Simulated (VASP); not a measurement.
# ZrB6 (Pm-3m) in VASP: single point with r2SCAN

Aim: the single point of ZrB6 with r2SCAN.

Program: VASP 6.6.1. These are calculated values, not measurements. Logs are shortened: lines on timing, memory, paths and dates and some standing lists are left out, and cuts for length are marked.

## Step 1: The cell of the first run

It takes space group Pm-3m (No. 221, cubic). Conventional cell: a = 3.819 Å, b = 3.819 Å, c = 3.819 Å, α = 90.00°, β = 90.00°, γ = 90.00°. Within 2.0 Å of B (site symmetry 4mm) lie 5 B at 1.50 to 1.64 Å. Within 3.7 Å of Zr (site symmetry m-3m) lie 24 B at 2.80 Å.

## Step 2: Single point, r2SCAN

POSCAR reads:

```
ZrB6
1.0
    3.8189020000      0.0000000000      0.0000000000
    0.0000000000      3.8189020000      0.0000000000
    0.0000000000      0.0000000000      3.8189020000
B Zr
6 1
Direct
    0.1970000000      0.5000000000      0.5000000000
    0.5000000000      0.1970000000      0.5000000000
    0.8030000000      0.5000000000      0.5000000000
    0.5000000000      0.8030000000      0.5000000000
    0.5000000000      0.5000000000      0.1970000000
    0.5000000000      0.5000000000      0.8030000000
    0.0000000000      0.0000000000      0.0000000000
```

INCAR.step1 reads:

```
PREC = Accurate ; ENCUT = 520
ISMEAR = -1 ; SIGMA = 0.1
LREAL = F ; LASPH = T
NELM = 100 ; NBANDS = 24
GGA = PE ; ALGO = Normal
EDIFF = 1E-4 ; LWAVE = T
LCHARG = F
```

INCAR.step2 reads:

```
PREC = Accurate ; ENCUT = 520
EDIFF = 1E-6 ; ISMEAR = -1
SIGMA = 0.1 ; LREAL = F
LASPH = T ; NELM = 100
ALGO = Normal ; ISIF = 2
LWAVE = F ; LCHARG = F
METAGGA = R2SCAN ; LMIXTAU = T
NBANDS = 24 ; ISTART = 1
```

KPOINTS reads:

```
Automatic mesh
0
Gamma
  9 9 9
```

Potentials or basis: VASP PAW PBE potentials, release 64 (B, Zr_sv).

The run is started by

```sh
$ cat potpaw_PBE.64/B/POTCAR potpaw_PBE.64/Zr_sv/POTCAR > POTCAR
$ cp INCAR.step1 INCAR
$ mpirun -np 1 vasp_std > vasp.out
$ cp INCAR.step2 INCAR
$ mpirun -np 1 vasp_std > vasp.out
```

OUTCAR:

```text
PREC = Accurate
   ENCUT = 520
   EDIFF = 1E-6
   ISMEAR = -1
   LREAL = F
   LASPH = T
   NELM = 100
   ISIF = 2
   METAGGA = R2SCAN
   ISTART = 1

 ion  position               nearest neighbor table
   1  0.197  0.500  0.500-   3 1.50   2 1.64   4 1.64   5 1.64   6 1.64   7 2.80   7 2.80   7 2.80
                             7 2.80
   2  0.500  0.197  0.500-   4 1.50   3 1.64   1 1.64   5 1.64   6 1.64   7 2.80   7 2.80   7 2.80
                             7 2.80
   3  0.803  0.500  0.500-   1 1.50   2 1.64   4 1.64   5 1.64   6 1.64   7 2.80   7 2.80   7 2.80
                             7 2.80
   4  0.500  0.803  0.500-   2 1.50   1 1.64   3 1.64   5 1.64   6 1.64   7 2.80   7 2.80   7 2.80
                             7 2.80
   5  0.500  0.500  0.197-   6 1.50   2 1.64   3 1.64   4 1.64   1 1.64   7 2.80   7 2.80   7 2.80
                             7 2.80
   6  0.500  0.500  0.803-   5 1.50   2 1.64   3 1.64   4 1.64   1 1.64   7 2.80   7 2.80   7 2.80
                             7 2.80
   7  0.000  0.000  0.000-   1 2.80   2 2.80   3 2.80   4 2.80   5 2.80   6 2.80   1 2.80   2 2.80
                             3 2.80   4 2.80   1 2.80   3 2.80   5 2.80   6 2.80   1 2.80   3 2.80

  LATTYP: Found a simple cubic cell.
 ALAT       =     3.8189020000

  Lattice vectors:

 A1 = (   3.8189020000,   0.0000000000,   0.0000000000)
 A2 = (   0.0000000000,   3.8189020000,   0.0000000000)
 A3 = (   0.0000000000,   0.0000000000,   3.8189020000)

Analysis of symmetry for initial positions (statically):
=====================================================================
 Subroutine PRICEL returns:
 Original cell was already a primitive cell.

 Routine SETGRP: Setting up the symmetry group for a
 simple cubic supercell.

 Subroutine GETGRP returns: Found 48 space group operations
 (whereof 48 operations were pure point group operations)
 out of a pool of 48 trial point group operations.

The static configuration has the point symmetry O_h .

Analysis of symmetry for dynamics (positions and initial velocities):
=====================================================================
 Subroutine PRICEL returns:
 Original cell was already a primitive cell.

 Routine SETGRP: Setting up the symmetry group for a
 simple cubic supercell.

 Subroutine GETGRP returns: Found 48 space group operations
 (whereof 48 operations were pure point group operations)
 out of a pool of 48 trial point group operations.

The dynamic configuration has the point symmetry O_h .

[... 106 lines left out ...]
   ENCUT  =  520.0 eV  38.22 Ry    6.18 a.u.   7.10  7.10  7.10*2*pi/ulx,y,z
   NELM   =    100;   NELMIN=  2; NELMDL=  0     # of ELM steps
   EDIFF  = 0.1E-05   stopping-criterion for ELM
   LREAL  =      F    real-space projection
   EDIFFG = 0.1E-04   stopping-criterion for IOM
   NSW    =      0    number of steps for IOM
   IBRION =     -1    ionic relax: 0-MD 1-quasi-New 2-CG
   NFREE  =      0    steps in history (QN), initial steepest desc. (CG)
   ISIF   =      2    stress and relaxation
   ISYM   =      2    0-nonsym 1-usesym 2-fastsym
   POTIM  = 0.5000    time-step for ionic-motion
   TEBEG  =    0.0;   TEEND  =   0.0 temperature during run
   PSTRESS=    0.0 pullay stress
   NELECT =      30.0000    total number of electrons
   NUPDOWN=      -1.0000    fix difference up-down
   EMIN   =  10.00;   EMAX   =-10.00  energy-range for DOS
   EFERMI =   0.00;   METHOD = LEGACY
   ISMEAR =    -1;   SIGMA  =   0.10  broadening in eV -4-tet -1-fermi 0-gaus
   EFERMI_NEDOS =   21; number of points for ismear=-14 and -15
   IALGO  =     38    algorithm
   IMIX   =      4    mixing-type and parameters
     AMIX     =   0.40;   BMIX     =  1.00
     AMIX_MAG =   1.60;   BMIX_MAG =  1.00
  volume/ion in A,a.u.               =       7.96        53.69
  Fermi-wavevector in a.u.,A,eV,Ry     =   1.332018  2.517149 24.140433  1.774272
  Thomas-Fermi vector in A             =   2.460985
   LORBIT       =      0    0 simple, 1 ext, 2 COOP (PROOUT), +10 PAW based schemes
   METAGGA = R2SCAN    functional components
   LHFCALC =     F    Hartree Fock is set to
   AEXX    =    0.0000 exact exchange contribution
   IVDW    =     0    specifies the selected vdW correction
   LEPSILON=     F    determine dielectric tensor
   LRPA    =     F    only Hartree local field effects (RPA)
 non-spin polarized calculation
  energy-cutoff  :      520.00
  volume of cell :       55.69
 maximum number of plane-waves:      1514
   NGX = 15   NGY = 15   NGZ = 15

 number of electron      29.9999997 magnetization

 Free energy of the ion-electron system (eV)
  ---------------------------------------------------
  ext. energy  EPLUGINS =         0.00000000
  ---------------------------------------------------
  free energy    TOTEN  =       -65.99550696 eV

  energy without entropy =      -65.94929087  energy(sigma->0) =      -65.97239892

 E-fermi :  10.4373     XC(G=0): -12.9820

 val. band max:       10.3820481322   @ k =   0.4444   0.3333   0.2222
 cond. band min:      10.4459493245   @ k =   0.1111   0.0000   0.0000
 fundamental gap:      0.0639011922
 Fermi energy:        10.4373183095

 k-point     1 :       0.0000    0.0000    0.0000
  band No.  band energies     occupation
      1     -42.3851      2.00000
      2     -19.6716      2.00000
      3     -19.6716      2.00000
      4     -19.6716      2.00000
      5      -8.6174      2.00000
      6      -0.2875      2.00000
[... 637 lines left out ...]
     23      17.8797      0.00000
     24      18.4299      0.00000

 [... further k-points ...]
[... 5 lines left out ...]
  --------------------------------------------------------------------------------------
  -------------------------------------------------------------------------------------
  Total       15.1640302     15.1640302     15.1640302      0.0000000      0.0000000     -0.0000000
  in kB      436.2241261    436.2241261    436.2241261      0.0000000      0.0000000     -0.0000000
  external PRESSURE =     436.2241261 kB  Pullay stress =       0.0000000 kB

 VOLUME and BASIS-vectors are now :
 -----------------------------------------------------------------------------
  energy-cutoff  :      520.00
  volume of cell :       55.69
      direct lattice vectors                 reciprocal lattice vectors
     3.818902000  0.000000000  0.000000000     0.261855371  0.000000000  0.000000000
     0.000000000  3.818902000  0.000000000     0.000000000  0.261855371  0.000000000
     0.000000000  0.000000000  3.818902000     0.000000000  0.000000000  0.261855371

 POSITION                                       TOTAL-FORCE (eV/Angst)
 -----------------------------------------------------------------------------------
      0.75232      1.90945      1.90945        -0.536440     -0.000000      0.000000
      1.90945      0.75232      1.90945         0.000000     -0.536440      0.000000
      3.06658      1.90945      1.90945         0.536440     -0.000000     -0.000000
      1.90945      3.06658      1.90945        -0.000000      0.536440     -0.000000
      1.90945      1.90945      0.75232         0.000000     -0.000000     -0.536440
      1.90945      1.90945      3.06658        -0.000000     -0.000000      0.536440
      0.00000      0.00000      0.00000         0.000000     -0.000000      0.000000
 -----------------------------------------------------------------------------------
    total drift:                                0.000000      0.000000      0.000000

  FREE ENERGIE OF THE ION-ELECTRON SYSTEM (eV)
  ---------------------------------------------------
  free  energy   TOTEN  =       -65.9955069650 eV

  energy  without entropy=      -65.9492908724  energy(sigma->0) =      -65.97239892
```

OUTCAR.step1:

```text
PREC = Accurate
   ENCUT = 520
   ISMEAR = -1
   LREAL = F
   LASPH = T
[... 893 lines left out ...]
      1.90945      3.06658      1.90945         0.000000      0.584661      0.000000
      1.90945      1.90945      0.75232         0.000000      0.000000     -0.584661
      1.90945      1.90945      3.06658        -0.000000      0.000000      0.584661
      0.00000      0.00000      0.00000        -0.000000     -0.000000      0.000000
 -----------------------------------------------------------------------------------
    total drift:                                0.000000      0.000000      0.000000

  FREE ENERGIE OF THE ION-ELECTRON SYSTEM (eV)
  ---------------------------------------------------
  free  energy   TOTEN  =       -47.6378143453 eV

  energy  without entropy=      -47.5852819121  energy(sigma->0) =      -47.61154813
```

OSZICAR.step1:

```text
N       E                     dE             d eps       ncg     rms          rms(c)
DAV:   1     0.152087297304E+03    0.15209E+03   -0.15379E+04  1680   0.122E+03
DAV:   2    -0.539630498332E+02   -0.20605E+03   -0.19686E+03  2144   0.300E+02
DAV:   3    -0.622176326872E+02   -0.82546E+01   -0.81753E+01  2648   0.534E+01
DAV:   4    -0.624016404520E+02   -0.18401E+00   -0.18376E+00  2320   0.637E+00
DAV:   5    -0.624050771090E+02   -0.34367E-02   -0.34363E-02  2400   0.802E-01    0.168E+01
DAV:   6    -0.479337404750E+02    0.14471E+02   -0.17939E+01  1880   0.283E+01    0.676E+00
DAV:   7    -0.476893168798E+02    0.24442E+00   -0.40790E+00  2104   0.972E+00    0.374E+00
DAV:   8    -0.477684728927E+02   -0.79156E-01   -0.92938E-01  1840   0.656E+00    0.205E+00
DAV:   9    -0.476504604805E+02    0.11801E+00   -0.36782E-01  1744   0.422E+00    0.528E-01
DAV:  10    -0.476388428115E+02    0.11618E-01   -0.42740E-02  1840   0.154E+00    0.210E-01
DAV:  11    -0.476379188890E+02    0.92392E-03   -0.23490E-03  2184   0.369E-01    0.602E-02
DAV:  12    -0.476378154943E+02    0.10339E-03   -0.40510E-04  2016   0.133E-01    0.178E-02
DAV:  13    -0.476378143453E+02    0.11490E-05   -0.35608E-05  1064   0.359E-02
   1 F= -.47637814E+02 E0= -.47611548E+02  d E =-.525324E-01
```

It took 98 s on 1 thread of AMD EPYC 7R13 (Zen 3), shared host; peak memory 0.16 GiB.

Results:

```
Free energy            : -65.9955 eV
Pressure               : 43.6 GPa
Largest force          : 0.536 eV/Å
Band gap on the k mesh : zero (band 15 reaches 11.61 eV, above the bottom of band 16 at 9.52 eV)
```

Forces in eV/Å, atoms in the order of the input:
```
B   -0.536  0.000  0.000
B    0.000 -0.536  0.000
B    0.536  0.000  0.000
B    0.000  0.536  0.000
B    0.000  0.000 -0.536
B    0.000  0.000  0.536
Zr   0.000  0.000  0.000
```

Levels at points of the mesh, in eV from the Fermi level:
```
           k point  band 11  band 12  band 13  band 14  band 15  band 16  band 17  band 18  band 19  band 20
(0.00, 0.00, 0.00)    -8.58    -2.93    -2.93    -2.93    -0.10    -0.10     0.83     0.83     0.83     2.23
```

Caveat: the PAW data sets were made with another functional, which shifts forces and pressure a little.
